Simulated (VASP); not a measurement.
# Nb (Fm-3m) in VASP: single point with HSE06

Aim: the single point of Nb with HSE06.

Everything below comes from runs of VASP 6.6.1. Logs are shortened: lines on timing, memory, paths and dates and some standing lists are left out, and cuts for length are marked.

## (1) The cell of the first run

Symmetry: Fm-3m, No. 225, cubic system. Conventional cell: a = 4.170 Å, b = 4.170 Å, c = 4.170 Å, α = 90.00°, β = 90.00°, γ = 90.00°. Nb (site symmetry m-3m) has 12 Nb at 2.95 Å within 3.9 Å.

## (2) Single point, HSE06

Input file POSCAR:

```
Nb
1.0
    0.0000000000      2.0851646367      2.0851646367
    2.0851646367      0.0000000000      2.0851646367
    2.0851646367      2.0851646367      0.0000000000
Nb
1
Direct
    0.0000000000      0.0000000000      0.0000000000
```

Input file INCAR.step1:

```
PREC = Accurate
ENCUT = 520
EDIFF = 1E-5
ISMEAR = 0
SIGMA = 0.1
LREAL = F
LASPH = T
NELM = 100
ALGO = Normal
ISIF = 2
LWAVE = T
LCHARG = F
GGA = PE
NBANDS = 12
```

Input file INCAR.step2:

```
PREC = Accurate
ENCUT = 520
EDIFF = 1E-6
ISMEAR = 0
SIGMA = 0.1
LREAL = F
LASPH = T
NELM = 100
ALGO = Normal
ISIF = 2
LWAVE = F
LCHARG = F
GGA = PE
LHFCALC = T
HFSCREEN = 0.2079
PRECFOCK = Normal
ISTART = 1
NBANDS = 12
```

Input file KPOINTS:

```
Automatic mesh
0
Gamma
  8 8 8
```

Potentials or basis: VASP PAW PBE potentials, release 64 (Nb_sv).

Command:

```
cat potpaw_PBE.64/Nb_sv/POTCAR > POTCAR
cp INCAR.step1 INCAR
mpirun -np 1 vasp_std > vasp.out
cp INCAR.step2 INCAR
mpirun -np 1 vasp_std > vasp.out
```

OUTCAR:

```text
PREC = Accurate
   ENCUT = 520
   EDIFF = 1E-6
   ISMEAR = 0
   LREAL = F
   LASPH = T
   NELM = 100
   ISIF = 2
   GGA = PE
   LHFCALC = T
   HFSCREEN = 0.2079
   PRECFOCK = Normal
   ISTART = 1

 ion  position               nearest neighbor table
   1  0.000  0.000  0.000-

  LATTYP: Found a face centered cubic cell.
 ALAT       =     4.1703292734

  Lattice vectors:

 A1 = (   0.0000000000,   2.0851646367,   2.0851646367)
 A2 = (   2.0851646367,   0.0000000000,   2.0851646367)
 A3 = (   2.0851646367,   2.0851646367,   0.0000000000)

Analysis of symmetry for initial positions (statically):
=====================================================================
 Subroutine PRICEL returns:
 Original cell was already a primitive cell.

 Routine SETGRP: Setting up the symmetry group for a
 face centered cubic supercell.

 Subroutine GETGRP returns: Found 48 space group operations
 (whereof 48 operations were pure point group operations)
 out of a pool of 48 trial point group operations.

The static configuration has the point symmetry O_h .

Analysis of symmetry for dynamics (positions and initial velocities):
=====================================================================
 Subroutine PRICEL returns:
 Original cell was already a primitive cell.

 Routine SETGRP: Setting up the symmetry group for a
 face centered cubic supercell.

 Subroutine GETGRP returns: Found 48 space group operations
 (whereof 48 operations were pure point group operations)
 out of a pool of 48 trial point group operations.

The dynamic configuration has the point symmetry O_h .

 Subroutine INISYM returns: Found 48 space group operations
 (whereof 48 operations are pure point group operations),
 and found     1 'primitive' translations

----------------------------------------------------------------------------------------

                                     Primitive cell

  volume of cell :      18.1322

  direct lattice vectors                    reciprocal lattice vectors
     0.000000000  2.085164637  2.085164637    -0.239789219  0.239789219  0.239789219
     2.085164637  0.000000000  2.085164637     0.239789219 -0.239789219  0.239789219
     2.085164637  2.085164637  0.000000000     0.239789219  0.239789219 -0.239789219

  length of vectors
     2.948868109  2.948868109  2.948868109     0.415327111  0.415327111  0.415327111

  position of ions in fractional coordinates (direct lattice)
     0.000000000  0.000000000  0.000000000

  ion indices of the primitive-cell ions
   primitive index   ion index
                 1           1

----------------------------------------------------------------------------------------

 KPOINTS: Automatic mesh

Automatic generation of k-mesh.
 Grid dimensions read from file:
 generate k-points for:    8    8    8

 Generating k-lattice:

  Cartesian coordinates                     Fractional coordinates (reciprocal lattice)
    -0.029973652  0.029973652  0.029973652     0.125000000  0.000000000  0.000000000
     0.029973652 -0.029973652  0.029973652     0.000000000  0.125000000  0.000000000
     0.029973652  0.029973652 -0.029973652     0.000000000  0.000000000  0.125000000

  Length of vectors
     0.051915889  0.051915889  0.051915889

  Shift w.r.t. Gamma in fractional coordinates (k-lattice)
     0.000000000  0.000000000  0.000000000

 Subroutine IBZKPT returns following result:
 ===========================================

 Found     29 irreducible k-points:

 Following reciprocal coordinates:
            Coordinates               Weight
  0.000000  0.000000  0.000000      1.000000
  0.125000  0.000000  0.000000      8.000000
  0.250000  0.000000  0.000000      8.000000
  0.375000  0.000000  0.000000      8.000000
  0.500000  0.000000  0.000000      4.000000
  0.125000  0.125000  0.000000      6.000000
[... 16 lines left out ...]
  0.500000  0.250000  0.125000     48.000000
 -0.375000  0.250000  0.125000     24.000000
 [... further k-points ...]
   k-points           NKPTS =     29   k-points in BZ     NKDIM =    512   number of bands    NBANDS=     12
   number of dos      NEDOS =    301   number of ions     NIONS =      1
   total plane-waves  NPLWV =  13824
   dimension x,y,z NGX =    24 NGY =   24 NGZ =   24
   dimension x,y,z NGXF=    48 NGYF=   48 NGZF=   48
   ions per type =               1
   NGX,Y,Z   is equivalent  to a cutoff of  13.53, 13.53, 13.53 a.u.
   NGXF,Y,Z  is equivalent  to a cutoff of  27.06, 27.06, 27.06 a.u.
 SYSTEM =  unknown system
   PREC   = accura    normal or accurate (medium, high low for compatibility)
   ISTART =      1    job   : 0-new  1-cont  2-samecut
   ICHARG =      0    charge: 1-file 2-atom 10-const
   ISPIN  =      1    spin polarized calculation?
   LNONCOLLINEAR =      F non collinear calculations
   LSORBIT =      F    spin-orbit coupling
   LASPH  =      T    aspherical Exc in radial PAW
   ENCUT  =  520.0 eV  38.22 Ry    6.18 a.u.   5.48  5.48  5.48*2*pi/ulx,y,z
   NELM   =    100;   NELMIN=  2; NELMDL=  0     # of ELM steps
   EDIFF  = 0.1E-05   stopping-criterion for ELM
   LREAL  =      F    real-space projection
   EDIFFG = 0.1E-04   stopping-criterion for IOM
   NSW    =      0    number of steps for IOM
   IBRION =     -1    ionic relax: 0-MD 1-quasi-New 2-CG
   NFREE  =      0    steps in history (QN), initial steepest desc. (CG)
   ISIF   =      2    stress and relaxation
   ISYM   =      3    0-nonsym 1-usesym 2-fastsym
   POTIM  = 0.5000    time-step for ionic-motion
   TEBEG  =    0.0;   TEEND  =   0.0 temperature during run
   PSTRESS=    0.0 pullay stress
   NELECT =      13.0000    total number of electrons
   NUPDOWN=      -1.0000    fix difference up-down
   EMIN   =  10.00;   EMAX   =-10.00  energy-range for DOS
   EFERMI =   0.00;   METHOD = LEGACY
   ISMEAR =     0;   SIGMA  =   0.10  broadening in eV -4-tet -1-fermi 0-gaus
   EFERMI_NEDOS =   21; number of points for ismear=-14 and -15
   IALGO  =     38    algorithm
   IMIX   =      1    mixing-type and parameters
     AMIX     =   0.40;   BMIX     =  1.00
     AMIX_MAG =   1.60;   BMIX_MAG =  1.00
  volume/ion in A,a.u.               =      18.13       122.36
  Fermi-wavevector in a.u.,A,eV,Ry     =   1.465229  2.768882 29.210306  2.146897
  Thomas-Fermi vector in A             =   2.581111
   LORBIT       =      0    0 simple, 1 ext, 2 COOP (PROOUT), +10 PAW based schemes
   GGA     = PE    functional components
   LHFCALC =     T    Hartree Fock is set to
   PRECFOCK=normal    Normal, Fast or Accurate (Low or Medium for compatibility)
   ENCUT4O =  -1.0   cutoff for four orbital integrals eV
   NKREDX  =     1    reduce k-point grid by
   NKREDY  =     1    reduce k-point grid by
   NKREDZ  =     1    reduce k-point grid by
   AEXX    =    0.2500 exact exchange contribution
   HFSCREEN=    0.2079 screening length (either q_TF or 0.3 A-1)
   HFSCREENC=   0.2079 screening length for correlation (either q_TF or 0.3 A-1)
   ENCUTFOCK=  -1.0 apply spherical cutoff to Coloumb kernel
   IVDW    =     0    specifies the selected vdW correction
   LEPSILON=     F    determine dielectric tensor
   LRPA    =     F    only Hartree local field effects (RPA)
 non-spin polarized calculation
 Gauss-broadening in eV      SIGMA  =   0.10
  energy-cutoff  :      520.00
  volume of cell :       18.13
 maximum number of plane-waves:       531
 NGX is ok and might be reduce to    24
  NGX = 18; NGY = 18; NGZ = 18

 number of electron      13.0000000 magnetization

 Free energy of the ion-electron system (eV)
  ---------------------------------------------------
  ext. energy  EPLUGINS =         0.00000000
  ---------------------------------------------------
  free energy    TOTEN  =       -11.47408632 eV

  energy without entropy =      -11.46811131  energy(sigma->0) =      -11.47109881

 E-fermi :  11.4746     XC(G=0): -10.2114

 val. band max:       11.3641129050   @ k =   0.3750   0.1250   0.0000
 cond. band min:      11.5133056096   @ k =   0.3750   0.0000   0.0000
 fundamental gap:      0.1491927046
 Fermi energy:        11.4746171640

 k-point     1 :       0.0000    0.0000    0.0000
  band No.  band energies     occupation
      1     -47.3291      2.00000
      2     -21.1459      2.00000
      3     -21.1459      2.00000
      4     -21.1459      2.00000
      5       4.0015      2.00000
      6      11.7160      0.00064
      7      11.7160      0.00064
      8      11.7160      0.00064
      9      14.9959      0.00000
     10      14.9959      0.00000
     11      23.8569      0.00000
     12      29.1861      0.00000

 k-point     2 :       0.1250    0.0000    0.0000
  band No.  band energies     occupation
      1     -47.2931      2.00000
      2     -21.3795      2.00000
      3     -21.1726      2.00000
      4     -21.1726      2.00000
      5       4.6604      2.00000
      6      11.1313      2.00000
      7      11.9938      0.00000
      8      11.9938      0.00000
      9      14.7482      0.00000
     10      14.7482      0.00000
     11      25.0865      0.00000
     12      27.3109      0.00000

 k-point     3 :       0.2500    0.0000    0.0000
  band No.  band energies     occupation
      1     -47.2052      2.00000
      2     -21.9216      2.00000
      3     -21.2365      2.00000
      4     -21.2365      2.00000
      5       6.1012      2.00000
      6      10.4723      2.00000
      7      12.1902      0.00000
      8      12.1902      0.00000
      9      14.9273      0.00000
     10      14.9273      0.00000
     11      24.5458      0.00000
     12      27.8816      0.00000

 k-point     4 :       0.3750    0.0000    0.0000
  band No.  band energies     occupation
      1     -47.1158      2.00000
      2     -22.4366      2.00000
      3     -21.2998      2.00000
      4     -21.2998      2.00000
      5       6.7315      2.00000
      6      11.5133      0.58428
      7      11.7812      0.00001
      8      11.7812      0.00001
      9      16.2156      0.00000
     10      16.2156      0.00000
     11      23.1913      0.00000
     12      26.1409      0.00000

 k-point     5 :       0.5000    0.0000    0.0000
  band No.  band energies     occupation
      1     -47.0782      2.00000
      2     -22.6428      2.00000
      3     -21.3259      2.00000
      4     -21.3259      2.00000
      5       6.6913      2.00000
      6      11.5517      0.27550
      7      11.5517      0.27548
      8      12.6728      0.00000
      9      17.0375      0.00000
     10      17.0375      0.00000
     11      23.3320      0.00000
     12      23.6563      0.00000
[... 228 lines left out ...]
      1     -46.9979      2.00000
      2     -22.5289      2.00000
      3     -21.6469      2.00000
      4     -21.6469      2.00000
      5       6.5110      2.00000
      6       7.2040      2.00000
      7      15.3401      0.00000
      8      17.1777      0.00000
      9      17.6045      0.00000
     10      17.6045      0.00000
     11      23.7357      0.00000
     12      23.7357      0.00000

 k-point    22 :       0.3750    0.2500    0.1250
  band No.  band energies     occupation
      1     -47.1397      2.00000
      2     -22.0438      2.00000
      3     -21.5088      2.00000
      4     -21.3240      2.00000
      5       7.3446      2.00000
      6       9.2962      2.00000
      7      11.3049      1.98360
      8      13.8082      0.00000
      9      13.8895      0.00000
     10      16.8478      0.00000
     11      26.3771      0.00000
     12      29.1865      0.00000

 k-point    23 :       0.5000    0.2500    0.1250
  band No.  band energies     occupation
      1     -47.0676      2.00000
      2     -22.3147      2.00000
      3     -21.6723      2.00000
      4     -21.4045      2.00000
      5       8.1262      2.00000
      6       9.6193      2.00000
      7      10.4707      2.00000
      8      13.3520      0.00000
      9      15.6414      0.00000
     10      18.6551      0.00000
     11      24.3279      0.00000
     12      27.2899      0.00000

 k-point    24 :      -0.3750    0.2500    0.1250
  band No.  band energies     occupation
      1     -47.0375      2.00000
      2     -22.4304      2.00000
      3     -21.7244      2.00000
      4     -21.4482      2.00000
      5       8.1738      2.00000
      6       9.4651      2.00000
      7      11.0855      2.00000
      8      13.0309      0.00000
      9      16.5836      0.00000
     10      19.8035      0.00000
     11      22.3115      0.00000
     12      26.7674      0.00000

 [... further k-points ...]

------------------------ aborting loop because EDIFF is reached ----------------------------------------

  FORCE on cell =-STRESS in cart. coord.  units (eV):
  Direction    XX          YY          ZZ          XY          YZ          ZX
  --------------------------------------------------------------------------------------
  -------------------------------------------------------------------------------------
  Total        0.3723965      0.3723965      0.3723965      0.0000000      0.0000000      0.0000000
  in kB       32.9052453     32.9052453     32.9052453      0.0000000      0.0000000      0.0000000
  external PRESSURE =      32.9052453 kB  Pullay stress =       0.0000000 kB

 VOLUME and BASIS-vectors are now :
 -----------------------------------------------------------------------------
  energy-cutoff  :      520.00
  volume of cell :       18.13
      direct lattice vectors                 reciprocal lattice vectors
     0.000000000  2.085164637  2.085164637    -0.239789219  0.239789219  0.239789219
     2.085164637  0.000000000  2.085164637     0.239789219 -0.239789219  0.239789219
     2.085164637  2.085164637  0.000000000     0.239789219  0.239789219 -0.239789219

 POSITION                                       TOTAL-FORCE (eV/Angst)
 -----------------------------------------------------------------------------------
      0.00000      0.00000      0.00000        -0.000000      0.000000     -0.000000
 -----------------------------------------------------------------------------------
    total drift:                                0.000000      0.000001      0.000001

  FREE ENERGIE OF THE ION-ELECTRON SYSTEM (eV)
  ---------------------------------------------------
  free  energy   TOTEN  =       -11.4740863154 eV

  energy  without entropy=      -11.4681113077  energy(sigma->0) =      -11.47109881
```

It took 49 min on 1 thread of Intel Xeon Platinum 8488C (Sapphire Rapids), shared host; peak memory 0.26 GiB.

What came out:

| Property | Result |
| --- | --- |
| Free energy | -11.4741 eV |
| Pressure | 3.3 GPa |

Levels at points of the mesh, in eV from the Fermi level:
| k point | band 2 | band 3 | band 4 | band 5 | band 6 | band 7 | band 8 | band 9 | band 10 | band 11 |
| --- | --- | --- | --- | --- | --- | --- | --- | --- | --- | --- |
| (0.00, 0.00, 0.00) | -32.62 | -32.62 | -32.62 | -7.47 | 0.24 | 0.24 | 0.24 | 3.52 | 3.52 | 12.38 |
| (0.50, 0.00, 0.00) | -34.12 | -32.80 | -32.80 | -4.78 | 0.08 | 0.08 | 1.20 | 5.56 | 5.56 | 11.86 |
| (0.50, 0.50, 0.00) | -34.00 | -33.12 | -33.12 | -4.96 | -4.27 | 3.87 | 5.70 | 6.13 | 6.13 | 12.26 |

Caveat: the PAW data sets were made with another functional, which shifts forces and pressure a little.
